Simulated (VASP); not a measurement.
## BaTe: single point with r2SCAN

BaTe:

```
Ba Te
1.0
     8.52493    0.00000    0.00000
     0.00000    8.52493    0.00000
     0.00000    0.00000    4.26247
Ba Te
4 4
Direct
  0.99831 0.99963 0.00059
  0.99950 0.50174 0.99509
  0.50203 0.00108 0.99994
  0.49788 0.49924 0.00023
  0.25480 0.24634 0.49953
  0.24922 0.74984 0.49980
  0.75080 0.25258 0.50198
  0.74673 0.75087 0.50267
```

- Program: VASP 6.6.1
- Task: single point
- Functional: r2SCAN
- Potentials or basis: VASP PAW PBE potentials, release 64 (Ba_sv, Te)
- Cutoff: 440 eV
- k mesh: 1 × 1 × 2
- Occupations: gaussian, width 0.01 eV
- Spin: no spin polarisation

- Pressure: 2.5 GPa
- Largest force: 0.110 eV/Å
- Band gap on the k mesh: 0.90 eV

Forces on the atoms (eV/Å):
```
Ba   0.029  0.021 -0.008
Ba  -0.013  0.004 -0.037
Ba  -0.062  0.005 -0.029
Ba  -0.031  0.014 -0.009
Te  -0.036  0.008  0.020
Te  -0.076 -0.056  0.012
Te   0.108  0.011  0.021
Te   0.081 -0.007  0.030
```

Levels at points of the mesh, in eV from the valence-band top:
```tsv
k point	band 30	band 31	band 32	band 33	band 34	band 35
(0.00, 0.00, 0.00)	-0.40	-0.40	0.00	0.90	0.90	1.15
(0.00, 0.00, 0.50)	-0.91	0.00	0.00	1.15	1.15	1.68
```

Run time: 91 s on 1 thread of AMD EPYC 9R45 96-Core Processor (Zen 5) (shared host), peak memory 0.31 GiB.

Caveat: the k points lie up to 0.74 Å⁻¹ apart; the PAW data sets were made with another functional, which shifts forces and pressure a little; spin-orbit coupling is left out, which moves the levels of the heavy elements; an odd mesh through Γ misses points on the zone boundary, where band edges can lie.
